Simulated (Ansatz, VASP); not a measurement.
# Two plane-wave programs on Bi

The input INCAR:

```
ALGO = Fast
EDIFF = 1E-6
ENCUT = 520
GGA = PE
ISIF = 2
ISMEAR = 0
LASPH = T
LCHARG = T
LELF = T
LREAL = F
LVHAR = T
LWAVE = F
NBANDS = 22
NELM = 100
PREC = Accurate
SIGMA = 0.15
```

The input KPOINTS:

```
k-points
0
Gamma
  12 12 12
```

The input POSCAR:

```
Bi
1.0
    2.5002996462      1.3123169762      3.9540000000
   -2.5002996462      1.3123169762      3.9540000000
    0.0000000000     -2.6246339523      3.9540000000
Bi
2
Direct
    0.2338900000      0.2338900000      0.2338900000
    0.7661100000      0.7661100000      0.7661100000
```

Input for Ansatz:

```yaml
crystal:
  lattice:
    - [2.5002996462, 1.3123169762, 3.954]
    - [-2.5002996462, 1.3123169762, 3.954]
    - [0.0, -2.6246339523, 3.954]
  atoms:
    - { symbol: Bi, position: [0.23389, 0.23389, 0.23389] }
    - { symbol: Bi, position: [0.76611, 0.76611, 0.76611] }
basis:
  ecutwfc: 420
kpoints:
  mp_grid: { grid: [12, 12, 12] }
hamiltonian:
  xc: pbe
scf:
  occupations: { method: gaussian, width: 0.15 }
output:
  forces: true
  stress: true
  eigenvalues: true
```

Change from the starting cell: strain +0.1000 x Voigt [1, 0, 0, 0, 0, 0], atoms carried along.

Alike in both runs: task single point; functional PBE; k mesh 12 × 12 × 12; occupations gaussian, width 0.15 eV; no spin polarisation.

|  | VASP | Ansatz |
| --- | --- | --- |
| version | VASP 6.6.1 | Ansatz 0.2.0 |
| potentials or method | VASP PAW PBE potentials, release 64 (Bi_d), cutoff 520 eV | scalar-relativistic, plane waves, PAW |
| valence electrons in the cell | 30 | 30 |

```csv
,VASP,Ansatz,Ansatz less VASP
gap on the k mesh at the Fermi level (eV),none,none,-
pressure (GPa),-2.2,-2.1,+0.06
"traceless stress, the component that is largest in VASP (GPa)",-2.86,-2.87,-0.006
rms of the force components (eV/Å),0.134,0.134,+0.0001
```

Atom by atom the forces differ by 0.003 eV/Å (rms over components). A gap of «none» marks a metal or a gap that the smearing closes.

Neither program's run includes spin-orbit coupling.
